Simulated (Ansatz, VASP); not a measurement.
One calculation of AlN, two programs

```
CELL_PARAMETERS angstrom
3.09860 0.00000 0.00000
-1.54930 2.68347 0.00000
0.00000 0.00000 5.41830
ATOMIC_POSITIONS crystal
Al 0.33333 0.66667 0.00173
Al 0.66667 0.33333 0.50173
N 0.33333 0.66667 0.38327
N 0.66667 0.33333 0.88327
```

Alike in both runs: task relaxation of the atoms; functional PBE; k mesh 9 × 9 × 6; occupations gaussian, width 0.05 eV; no spin polarisation.

|  | VASP | Ansatz |
| --- | --- | --- |
| version | VASP 6.6.1 | Ansatz 0.2.0 |
| potentials or method | VASP PAW PBE potentials, release 64 (Al, N), cutoff 520 eV | scalar-relativistic, plane waves, PAW |
| valence electrons in the cell | 16 | 16 |

|  | VASP | Ansatz | Ansatz less VASP |
| --- | --- | --- | --- |
| gap on the k mesh at the Fermi level, each at its own relaxed structure (eV) | 3.29 | 3.29 | -0.002 |

Ansatz's warnings: stress scf threshold loose.
